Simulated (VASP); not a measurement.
Wanted: the native input for a VASP 6.6.1 run.

| Quantity | Value |
| --- | --- |
| Task | single point |
| Functional | r2SCAN |
| Potentials or basis | VASP PAW PBE potentials, release 64 (Li_sv, Cl) |
| Cutoff | 520 eV |
| k mesh | 12 × 12 × 4 |
| Occupations | gaussian, width 0.01 eV |
| Spin | no spin polarisation |
| Dipole correction | no |
| Further INCAR settings | ALGO = Normal; EDIFF = 1e-07; NBANDS = 18 |

The system is LiCl.

```xyz
4
Lattice="3.9915 0.0000 0.0000 -1.9958 3.4568 0.0000 0.0000 0.0000 6.3801" Properties=species:S:1:pos:R:3 pbc="T T T"
Li    0.0000    2.3045   -0.0200
Li    1.9958    1.1523    3.1701
Cl    0.0000    2.3045    2.4125
Cl    1.9958    1.1523    5.6025
```

This cell differs from its parent crystal: strain +2.5%.

The input as run:

POSCAR

```
LiCl
1.0
    3.9915386862      0.0000000000      0.0000000000
   -1.9957693431      3.4567739024      0.0000000000
    0.0000000000      0.0000000000      6.3800688566
Li Cl
2 2
Direct
    0.3333333333      0.6666666667     -0.0031270717
    0.6666666667      0.3333333333      0.4968729283
    0.3333333333      0.6666666667      0.3781270717
    0.6666666667      0.3333333333      0.8781270717
```

INCAR.step1

```
SYSTEM = LiCl
PREC = Accurate
ENCUT = 520
ISMEAR = 0
SIGMA = 0.01
LREAL = .FALSE.
LASPH = .TRUE.
NELM = 100
NBANDS = 18
GGA = PE
ALGO = Normal
EDIFF = 1E-4
LWAVE = .TRUE.
LCHARG = .FALSE.
```

INCAR.step2

```
SYSTEM = LiCl
PREC = Accurate
ENCUT = 520
EDIFF = 1E-7
ISMEAR = 0
SIGMA = 0.01
LREAL = .FALSE.
LASPH = .TRUE.
NELM = 100
ALGO = Normal
ISIF = 2
LWAVE = .FALSE.
LCHARG = .TRUE.
METAGGA = R2SCAN
LMIXTAU = .TRUE.
LELF = .TRUE.
LVHAR = .TRUE.
NBANDS = 18
ISTART = 1
```

KPOINTS

```
regular mesh
0
G
  12 12 4
  0 0 0
```

Potentials or basis: VASP PAW PBE potentials, release 64 (Li_sv, Cl).

Command:

```console
$ cat potpaw_PBE.64/Li_sv/POTCAR potpaw_PBE.64/Cl/POTCAR > POTCAR
$ cp INCAR.step1 INCAR
$ mpirun -np 1 vasp_std > vasp.out
$ cp INCAR.step2 INCAR
$ mpirun -np 1 vasp_std > vasp.out
```

Results of the run:

```yaml
Band_gap_on_the_k_mesh: 6.47 eV
```

Caveat: the cell differs from its parent crystal (strain +2.5%); the structure was generated, so it needn't be the stable form of LiCl.

Run time: 3.7 min on 1 thread of Intel(R) Xeon(R) Platinum 8559C (Emerald Rapids), on a shared host, peak memory 0.24 GiB.
